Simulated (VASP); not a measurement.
# Al2H in VASP: single point with PBE

Aim: the single point of Al2H with PBE.

All numbers are computed with VASP 6.6.1; they aren't measurements. Logs are shortened: lines on timing, memory, paths and dates and some standing lists are left out, and cuts for length are marked.

### 1 The cell of the first run

The cell holds a slab with vacuum, 3 atoms: a = 2.789 Å, b = 2.789 Å, c = 11.403 Å, α = 90.00°, β = 90.00°, γ = 120.00°.

### 2 Single point, PBE

INCAR

```
  ALGO = Normal
  EDIFF = 1E-6
  ENCUT = 500
  GGA = PE
  GGA_COMPAT = False
  ISIF = 2
  ISMEAR = 0
  LASPH = True
  LCHARG = False
  LREAL = False
  LWAVE = False
  NBANDS = 10
  NELM = 120
  PREC = Accurate
  SIGMA = 0.2
```

KPOINTS

```
k-points
0
Gamma
  10 10 2
```

POSCAR

```
Al2H
1.0
    2.7888167347      0.0000000000      0.0000000000
   -1.3944083674      2.4151861388      0.0000000000
    0.0000000000      0.0000000000     11.4031701924
Al H
2 1
Direct
    0.3333333333      0.6666666667      0.8747020143
    0.3333333333      0.6666666667      0.1252979857
    0.0000000000      0.0000000000      0.0000000000
```

Potentials or basis: VASP PAW PBE potentials, release 64 (Al, H).

Launch:

```bash
> cat potpaw_PBE.64/Al/POTCAR potpaw_PBE.64/H/POTCAR > POTCAR
> mpirun -np 1 vasp_std > vasp.out
```

OUTCAR:

```text
EDIFF = 1E-6
   ENCUT = 500
   GGA = PE
   ISIF = 2
   ISMEAR = 0
   LASPH = True
   LREAL = False
   NELM = 120
   PREC = Accurate

 ion  position               nearest neighbor table
   1  0.333  0.667  0.875-   2 2.86
   2  0.333  0.667  0.125-   1 2.86
   3  0.000  0.000  0.000-

  LATTYP: Found a hexagonal cell.
 ALAT       =     2.7888167347
 C/A-ratio  =     4.0888919127

  Lattice vectors:

 A1 = (   2.7888167347,   0.0000000000,   0.0000000000)
 A2 = (  -1.3944083674,   2.4151861388,   0.0000000000)
 A3 = (   0.0000000000,   0.0000000000,  11.4031701924)

Analysis of symmetry for initial positions (statically):
=====================================================================
 Subroutine PRICEL returns:
 Original cell was already a primitive cell.

 Routine SETGRP: Setting up the symmetry group for a
 hexagonal supercell.

 Subroutine GETGRP returns: Found 12 space group operations
 (whereof 12 operations were pure point group operations)
 out of a pool of 24 trial point group operations.

The static configuration has the point symmetry D_3h.

Analysis of symmetry for dynamics (positions and initial velocities):
=====================================================================
 Subroutine PRICEL returns:
 Original cell was already a primitive cell.

 Routine SETGRP: Setting up the symmetry group for a
 hexagonal supercell.

 Subroutine GETGRP returns: Found 12 space group operations
 (whereof 12 operations were pure point group operations)
 out of a pool of 24 trial point group operations.

The dynamic configuration has the point symmetry D_3h.

 Subroutine INISYM returns: Found 12 space group operations
 (whereof 12 operations are pure point group operations),
 and found     1 'primitive' translations

----------------------------------------------------------------------------------------

                                     Primitive cell

  volume of cell :      76.8062

  direct lattice vectors                    reciprocal lattice vectors
     2.788816735  0.000000000  0.000000000     0.358575014  0.207023381  0.000000000
[... 90 lines left out ...]
   EDIFFG = 0.1E-04   stopping-criterion for IOM
   NSW    =      0    number of steps for IOM
   IBRION =     -1    ionic relax: 0-MD 1-quasi-New 2-CG
   NFREE  =      0    steps in history (QN), initial steepest desc. (CG)
   ISIF   =      2    stress and relaxation
   ISYM   =      2    0-nonsym 1-usesym 2-fastsym
   POTIM  = 0.5000    time-step for ionic-motion
   TEBEG  =    0.0;   TEEND  =   0.0 temperature during run
   PSTRESS=    0.0 pullay stress
   NELECT =       7.0000    total number of electrons
   NUPDOWN=      -1.0000    fix difference up-down
   EMIN   =  10.00;   EMAX   =-10.00  energy-range for DOS
   EFERMI =   0.00;   METHOD = LEGACY
   ISMEAR =     0;   SIGMA  =   0.20  broadening in eV -4-tet -1-fermi 0-gaus
   EFERMI_NEDOS =   21; number of points for ismear=-14 and -15
   IALGO  =     38    algorithm
   IMIX   =      4    mixing-type and parameters
     AMIX     =   0.40;   BMIX     =  1.00
     AMIX_MAG =   1.60;   BMIX_MAG =  1.00
  volume/ion in A,a.u.               =      25.60       172.77
  Fermi-wavevector in a.u.,A,eV,Ry     =   0.736731  1.392219  7.384864  0.542772
  Thomas-Fermi vector in A             =   1.830241
   LORBIT       =      0    0 simple, 1 ext, 2 COOP (PROOUT), +10 PAW based schemes
   GGA     = PE    functional components
   LHFCALC =     F    Hartree Fock is set to
   AEXX    =    0.0000 exact exchange contribution
   IVDW    =     0    specifies the selected vdW correction
   LEPSILON=     F    determine dielectric tensor
   LRPA    =     F    only Hartree local field effects (RPA)
 non-spin polarized calculation
 Gauss-broadening in eV      SIGMA  =   0.20
  energy-cutoff  :      500.00
  volume of cell :       76.81
 maximum number of plane-waves:      1976
   NGX = 11   NGY = 11   NGZ = 41

 number of electron       6.9999999 magnetization

 Free energy of the ion-electron system (eV)
  ---------------------------------------------------
  ext. energy  EPLUGINS =         0.00000000
  ---------------------------------------------------
  free energy    TOTEN  =        -9.45107171 eV

  energy without entropy =       -9.42957506  energy(sigma->0) =       -9.44032338

 E-fermi :   1.8491     XC(G=0):  -6.1293

 val. band max:        1.7819958249   @ k =   0.0000   0.0000   0.5000
 cond. band min:       1.8847227829   @ k =   0.3000   0.2000   0.0000
 fundamental gap:      0.1027269580
 Fermi energy:         1.8490601564

 k-point     1 :       0.0000    0.0000    0.0000
  band No.  band energies     occupation
      1      -9.6605      2.00000
      2      -6.1865      2.00000
      3      -2.8458      2.00000
      4       1.8933      0.75417
      5       4.0750      0.00000
      6       7.4973      0.00000
      7       7.7834      0.00000
      8      11.5710      0.00000
      9      14.0660      0.00000
     10      14.0660      0.00000
[... 287 lines left out ...]
 k-point    24 :       0.4000    0.1000    0.5000
  band No.  band energies     occupation
      1      -5.1026      2.00000
      2      -1.4718      2.00000
      3      -1.0934      2.00000
      4       1.4973      1.98714
      5       2.2074      0.01127
      6       4.4644      0.00000
      7       6.2465      0.00000
      8       6.7455      0.00000
      9       8.5837      0.00000
     10       9.7473      0.00000

 [... further k-points ...]

------------------------ aborting loop because EDIFF is reached ----------------------------------------

  FORCE on cell =-STRESS in cart. coord.  units (eV):
  Direction    XX          YY          ZZ          XY          YZ          ZX
  --------------------------------------------------------------------------------------
  -------------------------------------------------------------------------------------
  Total        0.3229272      0.3229272     -0.0623751     -0.0000000     -0.0000000      0.0000000
  in kB        6.7362623      6.7362623     -1.3011441     -0.0000000     -0.0000000      0.0000000
  external PRESSURE =       4.0571268 kB  Pullay stress =       0.0000000 kB

 VOLUME and BASIS-vectors are now :
 -----------------------------------------------------------------------------
  energy-cutoff  :      500.00
  volume of cell :       76.81
      direct lattice vectors                 reciprocal lattice vectors
     2.788816735  0.000000000  0.000000000     0.358575014  0.207023381  0.000000000
    -1.394408367  2.415186139  0.000000000     0.000000000  0.414046762  0.000000000
     0.000000000  0.000000000 11.403170192     0.000000000  0.000000000  0.087694911

 POSITION                                       TOTAL-FORCE (eV/Angst)
 -----------------------------------------------------------------------------------
     -0.00000      1.61012      9.97438        -0.000000     -0.000000      0.013541
     -0.00000      1.61012      1.42879         0.000000     -0.000000     -0.013541
      0.00000      0.00000      0.00000        -0.000000      0.000000      0.000000
 -----------------------------------------------------------------------------------
    total drift:                                0.000000     -0.000000     -0.000000

  FREE ENERGIE OF THE ION-ELECTRON SYSTEM (eV)
  ---------------------------------------------------
  free  energy   TOTEN  =        -9.4510717087 eV

  energy  without entropy=       -9.4295750576  energy(sigma->0) =       -9.44032338
```

stdout:

```text
POSCAR found type information on POSCAR AlH
 POSCAR found :  2 types and       3 ions
 scaLAPACK will be used
 LDA part: xc-table for (Slater+PW92), standard interpolation
 POSCAR, INCAR and KPOINTS ok, starting setup
 FFT: planning ... GRIDC
 FFT: planning ... GRID_SOFT
 FFT: planning ... GRID
 WAVECAR not read
 entering main loop
```

Run time: 53 s. Hardware: 1 thread of Intel Xeon 8259CL, shared host; peak memory 0.17 GiB.

Results:

| Item | Value |
| --- | --- |
| Free energy | -9.4511 eV |
| Largest force | 0.014 eV/Å |

Forces in eV/Å, atoms in the order of the input:
```
Al   0.000  0.000  0.014
Al   0.000  0.000 -0.014
H    0.000  0.000  0.000
```
